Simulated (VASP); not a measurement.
A run of VASP 6.6.1 is set up as follows.

INCAR

```
  PREC = Accurate
  ENCUT = 520
  EDIFF = 1E-6
  ISMEAR = -1
  SIGMA = 0.0272
  LREAL = False
  LASPH = True
  NELM = 100
  ALGO = Normal
  ISIF = 2
  LWAVE = False
  LCHARG = False
  NBANDS = 12
```

Contents of KPOINTS:

```
regular mesh
0
Gamma
  8 8 8
```

Contents of POSCAR:

```
As
1.0
    1.8807968987      1.0858785957      3.5140619945
   -1.8807968987      1.0858785957      3.5140619945
    0.0000000000     -2.1717571915      3.5140619945
As
2
Direct
    0.7740000000      0.7740000000      0.7740000000
    0.2260000000      0.2260000000      0.2260000000
```

Potentials or basis: VASP PAW LDA potentials, release 64 (As).

Command:

```sh
$ cat potpaw_LDA.64/As/POTCAR > POTCAR
$ mpirun -np 1 vasp_std > vasp.out
```

(1) What does it give for the band gap on the k mesh?

(2) Estimate the pressure.

(3) What does it give for the largest force?

## Answers

(1) zero (band 5 reaches 5.57 eV, above the bottom of band 6 at 5.06 eV).

(2) -0.9 GPa.

(3) 0.320 eV/Å.
